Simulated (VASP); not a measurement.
# O2 in VASP: single point with PBE+D3(BJ)

Aim: the single point of O2 with PBE+D3(BJ).

Program: VASP 6.6.1. These are calculated values, not measurements. Logs are shortened: lines on timing, memory, paths and dates and some standing lists are left out, and cuts for length are marked.

**1. The cell of the first run**

The cell holds a molecule in a box, 2 atoms: a = 15.000 Å, b = 15.500 Å, c = 16.000 Å, α = 90.00°, β = 90.00°, γ = 90.00°.

**2. Single point, PBE+D3(BJ), collinear spin, ferromagnetic start**

Contents of INCAR:

```
SYSTEM = O
PREC     = Accurate       ! precision mode
ENCUT    = 520            ! plane-wave cutoff, eV
EDIFF    = 1E-6           ! SCF threshold, eV
ISMEAR   = 0              ! smearing method
SIGMA    = 0.005          ! smearing width, eV
LREAL    = .False.        ! projectors in reciprocal space
LASPH    = .True.         ! aspherical terms in the spheres
NELM     = 200            ! most SCF steps
ALGO     = Normal         ! electronic algorithm
ISIF     = 2              ! what is computed and relaxed
LWAVE    = .False.        ! write WAVECAR
LCHARG   = .False.        ! write CHGCAR
ISPIN    = 2              ! spin polarisation
MAGMOM   = 1 1            ! initial moments
LORBIT   = 11             ! projections on sites
GGA      = PE             ! functional
IVDW     = 12             ! dispersion correction
ISYM     = 0            
NBANDS   = 17             ! bands
GGA_COMPAT= .False.      
NELMDL   = -8
```

Contents of KPOINTS:

```
regular mesh
0
Gamma
  1 1 1
  0 0 0
```

Contents of POSCAR:

```
O
1.0
   15.0000000000      0.0000000000      0.0000000000
    0.0000000000     15.5000000000      0.0000000000
    0.0000000000      0.0000000000     16.0000000000
O
2
Direct
    0.4654534667      0.4990082683      0.4800185936
    0.5345465333      0.5009917317      0.5199814064
```

Potentials or basis: VASP PAW PBE potentials, release 64 (O).

The run is started by

```bash
$ cat potpaw_PBE.64/O/POTCAR > POTCAR
$ mpirun -np 1 vasp_gam > vasp.out
```

OUTCAR:

```text
SYSTEM = O
   PREC = Accurate
   ENCUT = 520
   EDIFF = 1E-6
   ISMEAR = 0
   LREAL = .False.
   LASPH = .True.
   NELM = 200
   ISIF = 2
   ISPIN = 2
   LORBIT = 11
   GGA = PE
   IVDW = 12
   ISYM = 0
   NELMDL = -8
 IVDW          = 12

 ion  position               nearest neighbor table
   1  0.465  0.499  0.480-   2 1.22
   2  0.535  0.501  0.520-   1 1.22

IMPORTANT INFORMATION: All symmetrisations will be switched off!
NOSYMM: (Re-)initialisation of all symmetry stuff for point group C_1.

----------------------------------------------------------------------------------------

                                     Primitive cell

  volume of cell :    3720.0000

  direct lattice vectors                    reciprocal lattice vectors
    15.000000000  0.000000000  0.000000000     0.066666667  0.000000000  0.000000000
     0.000000000 15.500000000  0.000000000     0.000000000  0.064516129  0.000000000
     0.000000000  0.000000000 16.000000000     0.000000000  0.000000000  0.062500000

  length of vectors
    15.000000000 15.500000000 16.000000000     0.066666667  0.064516129  0.062500000

  position of ions in fractional coordinates (direct lattice)
     0.465453467  0.499008268  0.480018594
     0.534546533  0.500991732  0.519981406

  ion indices of the primitive-cell ions
   primitive index   ion index
                 1           1
                 2           2

----------------------------------------------------------------------------------------

 KPOINTS: regular mesh

Automatic generation of k-mesh.
 Grid dimensions read from file:
 generate k-points for:    1    1    1

 Generating k-lattice:

  Cartesian coordinates                     Fractional coordinates (reciprocal lattice)
     0.066666667  0.000000000  0.000000000     1.000000000  0.000000000  0.000000000
     0.000000000  0.064516129  0.000000000     0.000000000  1.000000000  0.000000000
     0.000000000  0.000000000  0.062500000     0.000000000  0.000000000  1.000000000

  Length of vectors
     0.066666667  0.064516129  0.062500000

  Shift w.r.t. Gamma in fractional coordinates (k-lattice)
     0.000000000  0.000000000  0.000000000

 Subroutine IBZKPT returns following result:
 ===========================================

 Found      1 irreducible k-points:

 Following reciprocal coordinates:
            Coordinates               Weight
  0.000000  0.000000  0.000000      1.000000
   k-points           NKPTS =      1   k-points in BZ     NKDIM =      1   number of bands    NBANDS=     17
   number of dos      NEDOS =    301   number of ions     NIONS =      2
   total plane-waves  NPLWV = ******
   dimension x,y,z NGX =   112 NGY =  120 NGZ =  120
   dimension x,y,z NGXF=   224 NGYF=  240 NGZF=  240
   ions per type =               2
   NGX,Y,Z   is equivalent  to a cutoff of  12.41, 12.87, 12.47 a.u.
   NGXF,Y,Z  is equivalent  to a cutoff of  24.83, 25.74, 24.94 a.u.
 SYSTEM =  O
   PREC   = accura    normal or accurate (medium, high low for compatibility)
   ISTART =      0    job   : 0-new  1-cont  2-samecut
   ICHARG =      2    charge: 1-file 2-atom 10-const
   ISPIN  =      2    spin polarized calculation?
   LNONCOLLINEAR =      F non collinear calculations
   LSORBIT =      F    spin-orbit coupling
   LASPH  =      T    aspherical Exc in radial PAW
   ENCUT  =  520.0 eV  38.22 Ry    6.18 a.u.  27.89 28.82 29.75*2*pi/ulx,y,z
   NELM   =    200;   NELMIN=  2; NELMDL= -8     # of ELM steps
   EDIFF  = 0.1E-05   stopping-criterion for ELM
   LREAL  =      F    real-space projection
   EDIFFG = 0.1E-04   stopping-criterion for IOM
   NSW    =      0    number of steps for IOM
   IBRION =     -1    ionic relax: 0-MD 1-quasi-New 2-CG
   NFREE  =      0    steps in history (QN), initial steepest desc. (CG)
   ISIF   =      2    stress and relaxation
   ISYM   =      0    0-nonsym 1-usesym 2-fastsym
   POTIM  = 0.5000    time-step for ionic-motion
   TEBEG  =    0.0;   TEEND  =   0.0 temperature during run
   PSTRESS=    0.0 pullay stress
   NELECT =      12.0000    total number of electrons
   NUPDOWN=      -1.0000    fix difference up-down
   EMIN   =  10.00;   EMAX   =-10.00  energy-range for DOS
   EFERMI =   0.00;   METHOD = LEGACY
   ISMEAR =     0;   SIGMA  =   0.01  broadening in eV -4-tet -1-fermi 0-gaus
   EFERMI_NEDOS =   21; number of points for ismear=-14 and -15
   IALGO  =     38    algorithm
   IMIX   =      4    mixing-type and parameters
     AMIX     =   0.40;   BMIX     =  1.00
     AMIX_MAG =   1.60;   BMIX_MAG =  1.00
  volume/ion in A,a.u.               =    1860.00     12551.90
  Fermi-wavevector in a.u.,A,eV,Ry     =   0.241892  0.457109  0.796098  0.058512
  Thomas-Fermi vector in A             =   1.048732
   LORBIT       =     11    0 simple, 1 ext, 2 COOP (PROOUT), +10 PAW based schemes
   GGA     = PE    functional components
   LHFCALC =     F    Hartree Fock is set to
   AEXX    =    0.0000 exact exchange contribution
   IVDW    =    12    specifies the selected vdW correction
   LEPSILON=     F    determine dielectric tensor
   LRPA    =     F    only Hartree local field effects (RPA)
 spin polarized calculation
 Gauss-broadening in eV      SIGMA  =   0.01
  energy-cutoff  :      520.00
  volume of cell :     3720.00
 maximum number of plane-waves:     50071
 NGX is ok and might be reduce to   112
   NGX = 55   NGY = 57   NGZ = 59

 number of electron      11.9999999 magnetization       2.0000000

 Free energy of the ion-electron system (eV)
  ---------------------------------------------------
  ext. energy  EPLUGINS =         0.00000000
  ---------------------------------------------------
  free energy    TOTEN  =        -9.87616139 eV

  energy without entropy =       -9.87616139  energy(sigma->0) =       -9.87616139

 E-fermi :  -6.7726     XC(G=0):  -0.1700

 val. band max:       -6.8802744084   @ k =   0.0000   0.0000   0.0000
 cond. band min:      -4.5727829906   @ k =   0.0000   0.0000   0.0000
 fundamental gap:      2.3074914178
 Fermi energy:        -6.7726473000

 spin component 1

 k-point     1 :       0.0000    0.0000    0.0000
  band No.  band energies     occupation
      1     -32.8438      1.00000
      2     -20.5457      1.00000
      3     -13.4487      1.00000
      4     -13.4417      1.00000
      5     -13.4417      1.00000
      6      -6.8803      1.00000
[... 9 lines left out ...]
     16       1.0081      0.00000
     17       1.0269      0.00000
 Fermi energy:        -6.7726473000

 spin component 2

 k-point     1 :       0.0000    0.0000    0.0000
  band No.  band energies     occupation
      1     -31.6405      1.00000
      2     -18.7507      1.00000
      3     -12.5435      1.00000
      4     -11.5787      1.00000
      5     -11.5787      1.00000
      6      -4.5728      0.00000
[... 9 lines left out ...]
     16       1.0657      0.00000
     17       1.0773      0.00000

------------------------ aborting loop because EDIFF is reached ----------------------------------------

 Edisp (eV)   -0.00728

 E8    (eV) :    -0.0020

  FORCE on cell =-STRESS in cart. coord.  units (eV):
  Direction    XX          YY          ZZ          XY          YZ          ZX
  --------------------------------------------------------------------------------------
  -------------------------------------------------------------------------------------
  Total       0.93675    -0.06809     0.31390     0.03003     0.01865     0.62036
  in kB       0.40345    -0.02932     0.13519     0.01293     0.00803     0.26719
  external pressure =        0.17 kB  Pullay stress =        0.00 kB

 VOLUME and BASIS-vectors are now :
 -----------------------------------------------------------------------------
  energy-cutoff  :      520.00
  volume of cell :     3720.00
      direct lattice vectors                 reciprocal lattice vectors
    15.000000000  0.000000000  0.000000000     0.066666667  0.000000000  0.000000000
     0.000000000 15.500000000  0.000000000     0.000000000  0.064516129  0.000000000
     0.000000000  0.000000000 16.000000000     0.000000000  0.000000000  0.062500000

 POSITION                                       TOTAL-FORCE (eV/Angst)
 -----------------------------------------------------------------------------------
      6.98180      7.73463      7.68030        -0.974633     -0.028521     -0.601014
      8.01820      7.76537      8.31970         0.974633      0.028521      0.601014
 -----------------------------------------------------------------------------------
    total drift:                                0.000005     -0.000000      0.000001

  FREE ENERGIE OF THE ION-ELECTRON SYSTEM (eV)
  ---------------------------------------------------
  free  energy   TOTEN  =        -9.8834398198 eV

  energy  without entropy=       -9.8834398198  energy(sigma->0) =       -9.88343982

 total charge

# of ion       s       p       d       tot
------------------------------------------
    1        1.612   3.298   0.000   4.910
    2        1.612   3.298   0.000   4.910
--------------------------------------------------
tot          3.223   6.596   0.000   9.820

 magnetization (x)

# of ion       s       p       d       tot
------------------------------------------
    1        0.010   0.798   0.000   0.809
    2        0.010   0.798   0.000   0.809
--------------------------------------------------
tot          0.020   1.597   0.000   1.617
```

Wall time 5.9 min (1 thread of Intel Xeon 6975P-C (Granite Rapids), shared host); peak memory 3.3 GiB.

What came out:

* Free energy: -9.8834 eV
* Largest force: 1.145 eV/Å
* Gap between the frontier levels: 2.31 eV
* Net moment: 2.00 μB per cell
* Site moments: O +0.81 μB
* Valence electrons inside the program's atomic spheres: O 4.91
* Dispersion energy per atom: -0.004 eV

Forces on the atoms (eV/Å):
```
O   -0.975 -0.029 -0.601
O    0.975  0.029  0.601
```

Caveat: the standard files for N, O and F lose accuracy on very short bonds.
